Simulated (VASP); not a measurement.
**Na: single point with PBE**

The system is Na.

```xyz
1
Lattice="3.5933 0.0000 0.0000 -1.7966 3.1119 0.0000 0.0000 0.0000 3.3575" Properties=species:S:1:pos:R:3 pbc="T T T"
Na    0.0000    0.0000    0.0000
```

This isn't the form of Na at room conditions, which is bcc.

```
Program             : VASP 6.6.1
Task                : single point
Functional          : PBE
Potentials or basis : VASP PAW PBE potentials, release 64 (Na_pv)
Cutoff              : 520 eV
k mesh              : 6 × 6 × 6
Occupations         : gaussian, width 0.1 eV
Spin                : no spin polarisation
```

```json
{"Pressure": "0.2 GPa", "Band gap on the k mesh": "zero (an odd number of electrons rules out a gap without spin polarisation)"}
```

Levels at points of the mesh, in eV from the Fermi level:
| k point | band 1 | band 2 | band 3 | band 4 | band 5 | band 6 | band 7 |
| --- | --- | --- | --- | --- | --- | --- | --- |
| (0.00, 0.00, 0.00) | -25.05 | -25.05 | -25.05 | -3.30 | 8.65 | 9.75 | 10.82 |
| (0.50, 0.00, 0.00) | -25.09 | -25.06 | -25.05 | 0.40 | 0.80 | 7.83 | 8.04 |
| (0.00, 0.00, 0.50) | -25.11 | -25.05 | -25.05 | -0.02 | 0.14 | 13.20 | 13.20 |
| (0.50, 0.00, 0.50) | -25.10 | -25.09 | -25.06 | 3.44 | 3.56 | 3.67 | 4.61 |

Wall time 15 s on 1 thread of Oxide Virtual Turin-like Processor, with other jobs on the host, peak memory 0.12 GiB.
